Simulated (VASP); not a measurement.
# SnO2 (Pnnm) in VASP: a series of runs, part 2 of 2

VASP 6.6.1. Earlier steps stand in the parts before.

## Step 3: Single point, LDA

This run uses another cell than the first one, of 12.69 Å³/atom, 1.034 times its volume.

File INCAR:

```
ALGO = Normal
EDIFF = 1E-6
ENCUT = 520
GGA = CA
ISIF = 2
ISMEAR = 0
LASPH = T
LCHARG = F
LREAL = F
LWAVE = F
NBANDS = 35
NELM = 60
PREC = Accurate
SIGMA = 0.05
```

File KPOINTS:

```
k-points
0
Gamma
  6 6 8
```

File POSCAR:

```
SnO2
1.0
    4.8299657324      0.0000000000      0.0000000000
    0.0000000000      4.8305590713      0.0000000000
    0.0000000000      0.0000000000      3.2631512253
Sn O
2 4
Direct
    0.5000000000      0.5000000000      0.5000000000
    0.0000000000      0.0000000000      0.0000000000
    0.3059833077      0.2802382207      0.0000000000
    0.8059833077      0.2197617793      0.5000000000
    0.1940166923      0.7802382207      0.5000000000
    0.6940166923      0.7197617793      0.0000000000
```

Potentials or basis: VASP PAW LDA potentials, release 64 (Sn_d, O).

Launch:

```console
> cat potpaw_LDA.64/Sn_d/POTCAR potpaw_LDA.64/O/POTCAR > POTCAR
> mpirun -np 1 vasp_std > vasp.out
```

It took 2.2 min on 1 thread of Intel Xeon 6975P-C, shared host; peak memory 0.27 GiB.

The run converged. Its results:

```
Free energy            : -41.7477 eV
Pressure               : -12.0 GPa
Largest force          : 1.707 eV/Å
Band gap on the k mesh : 0.43 eV, indirect (least direct gap 0.46 eV)
```

Forces on the atoms (eV/Å):
```
Sn   0.000  0.000  0.000
Sn   0.000  0.000  0.000
O    1.124  1.285  0.000
O    1.124 -1.285  0.000
O   -1.124  1.285  0.000
O   -1.124 -1.285  0.000
```

Stress tensor (GPa, compression positive):
```
 -9.01   0.00   0.00
  0.00 -12.26   0.00
  0.00   0.00 -14.69
```

Levels at points of the mesh, in eV from the valence-band top:
```
           k point  band 22  band 23  band 24  band 25  band 26  band 27  band 28  band 29  band 30  band 31
(0.00, 0.00, 0.00)    -1.24    -1.17    -0.67    -0.60    -0.04     0.43     5.71     5.72     5.90     9.03
(0.50, 0.00, 0.00)    -2.10    -1.13    -1.13    -0.48    -0.48     3.80     3.80     6.96     6.96    10.33
(0.00, 0.50, 0.00)    -1.98    -1.12    -1.12    -0.37    -0.37     3.67     3.67     6.57     6.57    10.64
(0.50, 0.50, 0.00)    -2.13    -1.29    -1.29    -0.73    -0.73     4.38     4.38     7.05     7.05    10.65
(0.00, 0.00, 0.50)    -2.94    -1.49    -1.49    -1.01    -1.01     5.14     5.14     8.69     8.69     9.82
(0.50, 0.00, 0.50)    -1.63    -1.00    -1.00    -0.55    -0.55     5.37     5.37     7.08     7.08    10.11
(0.00, 0.50, 0.50)    -1.81    -0.82    -0.82    -0.76    -0.76     5.45     5.45     7.18     7.18     9.84
(0.50, 0.50, 0.50)    -1.93    -0.67    -0.67    -0.63    -0.63     3.47     3.47     8.83     8.83     9.74
```

Caveat: spin-orbit coupling is left out, which moves the levels of the heavy elements; forces of over 1 eV/Å act on the atoms, so gaps and moduli don't describe the material at rest. A k mesh can miss the band edges.

## Step 4: Single point, LDA

This run uses another cell than the first one, of 12.69 Å³/atom, 1.034 times its volume.

INCAR, as its differences from that of step 3:

```diff
@@ -11,3 +11,3 @@
 NBANDS = 35
-NELM = 60
+NELM = 100
 PREC = Accurate
```

KPOINTS is that of step 3.

File POSCAR:

```
SnO2
1.0
    4.8299657324      0.0000000000      0.0000000000
    0.0000000000      4.8305590713      0.0000000000
    0.0000000000      0.0000000000      3.2631512253
Sn O
2 4
Direct
    0.5000000000      0.5000000000      0.5000000000
    0.0000000000      0.0000000000      0.0000000000
    0.3059833077      0.3321134587      0.0000000000
    0.8059833077      0.1678865413      0.5000000000
    0.1940166923      0.8321134587      0.5000000000
    0.6940166923      0.6678865413      0.0000000000
```

Launch:

```console
> cat potpaw_LDA.64/Sn_d/POTCAR potpaw_LDA.64/O/POTCAR > POTCAR
> mpirun -np 1 vasp_std > vasp.out
```

It took 2.1 min on 1 thread of Intel Xeon 6975P-C, shared host; peak memory 0.27 GiB.

The run converged. Its results:

| Property | Result |
| --- | --- |
| Free energy | -41.8609 eV |
| Pressure | -8.0 GPa |
| Largest force | 1.555 eV/Å |
| Band gap on the k mesh | 0.74 eV, direct |

Forces on the atoms (eV/Å):
```
Sn   0.000  0.000  0.000
Sn   0.000  0.000  0.000
O   -1.062 -1.135  0.000
O   -1.062  1.135  0.000
O    1.062 -1.135  0.000
O    1.062  1.135  0.000
```

Stress tensor (GPa, compression positive):
```
-6.46  0.00  0.00
 0.00 -8.07  0.00
 0.00  0.00 -9.34
```

Levels at points of the mesh, in eV from the valence-band top:
| k point | band 22 | band 23 | band 24 | band 25 | band 26 | band 27 | band 28 | band 29 | band 30 | band 31 |
| --- | --- | --- | --- | --- | --- | --- | --- | --- | --- | --- |
| (0.00, 0.00, 0.00) | -1.23 | -1.14 | -0.63 | -0.62 | 0.00 | 0.74 | 4.96 | 5.90 | 6.00 | 10.33 |
| (0.50, 0.00, 0.00) | -1.54 | -1.16 | -1.16 | -0.52 | -0.52 | 3.63 | 3.63 | 6.16 | 6.16 | 9.76 |
| (0.00, 0.50, 0.00) | -1.67 | -1.16 | -1.16 | -0.68 | -0.68 | 3.78 | 3.78 | 6.56 | 6.56 | 9.69 |
| (0.50, 0.50, 0.00) | -1.49 | -1.26 | -1.26 | -0.74 | -0.74 | 3.80 | 3.80 | 6.75 | 6.75 | 9.87 |
| (0.00, 0.00, 0.50) | -2.15 | -1.43 | -1.43 | -1.15 | -1.15 | 5.70 | 5.70 | 9.20 | 9.20 | 9.32 |
| (0.50, 0.00, 0.50) | -1.69 | -0.90 | -0.90 | -0.62 | -0.62 | 6.00 | 6.00 | 7.40 | 7.40 | 9.84 |
| (0.00, 0.50, 0.50) | -1.41 | -1.00 | -1.00 | -0.58 | -0.58 | 5.93 | 5.93 | 7.19 | 7.19 | 10.40 |
| (0.50, 0.50, 0.50) | -2.08 | -1.03 | -1.03 | -0.68 | -0.68 | 4.84 | 4.84 | 7.91 | 7.91 | 10.17 |

Caveat: spin-orbit coupling is left out, which moves the levels of the heavy elements; forces of over 1 eV/Å act on the atoms, so gaps and moduli don't describe the material at rest. Expect the measured gap to be larger: semilocal functionals such as LDA lack the derivative discontinuity.

## Step 5: Single point, LDA

File INCAR:

```
SYSTEM = SnO2
PREC = Accurate ; ENCUT = 520
EDIFF = 1E-6 ; ISMEAR = 0
SIGMA = 0.05 ; LREAL = .False.
LASPH = .True. ; NELM = 60
ALGO = Normal ; ISIF = 2
LWAVE = .False. ; LCHARG = .False.
NBANDS = 35
```

File KPOINTS:

```
Automatic mesh
0
Gamma
  6 6 8
  0 0 0
```

File POSCAR:

```
SnO2
1.0
    4.7767255581      0.0000000000      0.0000000000
    0.0000000000      4.7773123567      0.0000000000
    0.0000000000      0.0000000000      3.2271818729
Sn O
2 4
Direct
    0.5000000000      0.5000000000      0.5000000000
    0.0000000000      0.0000000000      0.0000000000
    0.3059833077      0.3061758397      0.0000000000
    0.8059833077      0.1938241603      0.5000000000
    0.1940166923      0.8061758397      0.5000000000
    0.6940166923      0.6938241603      0.0000000000
```

Launch:

```console
> cat potpaw_LDA.64/Sn_d/POTCAR potpaw_LDA.64/O/POTCAR > POTCAR
> mpirun -np 1 vasp_std > vasp.out
```

Run time: 6.7 min. Hardware: 1 thread of AMD EPYC 7R13, shared host; peak memory 0.23 GiB.

The run converged. Its results:

| Quantity | Value |
| --- | --- |
| Free energy | -42.2439 eV |
| Pressure | -5.9 GPa |
| Largest force | 0.090 eV/Å |
| Band gap on the k mesh | 0.80 eV, direct |

Forces on the atoms (eV/Å):
```
Sn   0.000  0.000  0.000
Sn   0.000  0.000  0.000
O    0.064  0.063  0.000
O    0.064 -0.063  0.000
O   -0.064  0.063  0.000
O   -0.064 -0.063  0.000
```

Stress tensor (GPa, compression positive):
```
-5.42  0.00  0.00
 0.00 -5.43  0.00
 0.00  0.00 -6.92
```

Levels at points of the mesh, in eV from the valence-band top:
```
           k point  band 24  band 25  band 26  band 27  band 28  band 29
(0.00, 0.00, 0.00)    -0.78    -0.78     0.00     0.80     5.65     5.89
(0.50, 0.00, 0.00)    -1.25    -0.63    -0.63     3.99     3.99     6.63
(0.00, 0.50, 0.00)    -1.25    -0.63    -0.63     3.99     3.99     6.64
(0.50, 0.50, 0.00)    -1.38    -0.88    -0.88     4.36     4.36     7.07
(0.00, 0.00, 0.50)    -1.64    -1.24    -1.24     5.67     5.67     9.29
(0.50, 0.00, 0.50)    -1.08    -0.75    -0.75     5.94     5.94     7.61
(0.00, 0.50, 0.50)    -1.08    -0.75    -0.75     5.94     5.94     7.61
(0.50, 0.50, 0.50)    -0.96    -0.81    -0.81     4.38     4.38     8.47
```

Caveat: spin-orbit coupling is left out, which moves the levels of the heavy elements.
